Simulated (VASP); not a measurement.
**CdH2O2: single point with r2SCAN**

The system is CdH2O2.

```
Cd H O
1.0
     3.50197    0.00000    0.00000
    -1.75099    3.03280    0.00000
     0.00000    0.00000    4.56918
Cd H O
1 2 2
Direct
  0.00000 0.00000 0.00000
  0.66667 0.33333 0.54687
  0.33333 0.66667 0.45313
  0.66667 0.33333 0.75821
  0.33333 0.66667 0.24179
```

* Program: VASP 6.6.1
* Task: single point
* Functional: r2SCAN
* Potentials or basis: VASP PAW PBE potentials, release 64 (Cd, H, O)
* Cutoff: 520 eV
* k mesh: 12 × 12 × 6
* Occupations: gaussian, width 0.01 eV
* Spin: no spin polarisation

- Pressure: 2.1 GPa
- Largest force: 0.101 eV/Å
- Band gap on the k mesh: 2.27 eV (least direct gap 2.65 eV)

Forces in eV/Å, atoms in the order of the input:
```
Cd   0.000  0.000  0.000
H    0.000  0.000 -0.101
H    0.000  0.000  0.101
O    0.000  0.000  0.000
O    0.000  0.000  0.000
```

Stress tensor (GPa, compression positive):
```
2.02 0.00 0.00
0.00 2.02 0.00
0.00 0.00 2.29
```

Levels at points of the mesh, in eV from the valence-band top:
```tsv
k point	band 11	band 12	band 13	band 14	band 15	band 16
(0.00, 0.00, 0.00)	-1.11	-0.38	-0.38	2.27	6.82	11.25
(0.50, 0.00, 0.00)	-2.51	-2.32	0.00	7.19	7.32	9.58
(0.00, 0.00, 0.50)	-1.39	-0.08	-0.08	5.04	5.12	11.79
(0.50, 0.00, 0.50)	-2.05	-1.82	-0.53	6.88	7.69	10.00
```

Run time: 5.5 min on 1 thread of AMD EPYC 9R45 96-Core Processor (Zen 5), with other jobs on the host, peak memory 0.21 GiB.

Caveat: the PAW data sets were made with another functional, which shifts forces and pressure a little. A k mesh can miss the band edges.
